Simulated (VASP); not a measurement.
Write the native input for VASP 6.6.1 that does the following.

```yaml
Task: single point
Functional: PBEsol
Potentials_or_basis: VASP PAW PBE potentials, release 64 (Al, Cu)
Cutoff: 520 eV
k_mesh: 12 × 12 × 16
Occupations: gaussian, width 0.15 eV
Spin: no spin polarisation
Dipole_correction: no
Further_INCAR_settings: ALGO = Fast; EDIFF = 1e-07; NBANDS = 16
```

The structure of Al2Cu lies in POSCAR:

```
Al2Cu
1.0
    4.2066973624      0.0000000000      0.0000000000
    0.0000000000      4.2066973624      0.0000000000
    0.0000000000      0.0000000000      2.8463947513
Al Cu
2 1
Direct
    0.5000000000      0.0000000000      0.5000000000
    0.0000000000      0.5000000000      0.5000000000
    0.0000000000      0.0000000000      0.0000000000
```

This cell differs from its parent crystal: strain +0.030 along x and y, +0.000 along z.

These files were run (other wordings do the same):

INCAR

```
PREC = Accurate
ENCUT = 520
EDIFF = 1E-7
ISMEAR = 0
SIGMA = 0.15
LREAL = False
LASPH = True
NELM = 100
ALGO = Fast
ISIF = 2
LWAVE = False
LCHARG = True
GGA = PS
LELF = True
LVHAR = True
NBANDS = 16
```

KPOINTS

```
regular mesh
0
Gamma
  12 12 16
```

Potentials or basis: VASP PAW PBE potentials, release 64 (Al, Cu).

Command:

```sh
$ cat potpaw_PBE.64/Al/POTCAR potpaw_PBE.64/Cu/POTCAR > POTCAR
$ mpirun -np 1 vasp_std > vasp.out
```

Results of the run:

The pressure is -5.0 GPa.

Caveat: the cell differs from its parent crystal (strain +0.030 along x and y, +0.000 along z); the PAW data sets were made with another functional, which shifts forces and pressure a little.

Run time: 110 s on 1 thread of Intel(R) Xeon(R) 6975P-C (Granite Rapids), on a shared host, peak memory 0.31 GiB.
